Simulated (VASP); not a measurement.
Runs of VASP 6.6.1 on Li2S. The structure is that of space group Fm-3m (No. 225), or close to it. The cells are those of the table. 

```csv
cell,k mesh,gap on the mesh (eV),pressure (GPa)
"a = 4.090 Å, angles 60.0°, 3 atoms",4 × 4 × 4,3.41,(a)
"a = 3.956 Å, angles 60.0°, 3 atoms",4 × 4 × 4,3.35,2.6
"a = 4.154 Å, angles 60.0°, 3 atoms",4 × 4 × 4,3.43,-3.1
"a = 4.024 Å, angles 60.0°, 3 atoms",4 × 4 × 4,(c),(b)
"a = 3.956 Å, angles 60.0°, 3 atoms",6 × 6 × 6,3.35,2.6
"a = 3.885 Å, angles 60.0°, 3 atoms",4 × 4 × 4,3.29,5.6
```

Alike in all rows: task single point; level PBE; potentials or basis VASP PAW PBE potentials, release 64 (Li_sv, S); no spin polarisation; cutoff (eV) 750; smearing gaussian 0.01 eV.

Problem. Estimate the missing entries.

Solution. (a) -1.6; (b) 0.3; (c) 3.38.

Caveats: some runs use coarse meshes.

A k mesh can miss the band edges.
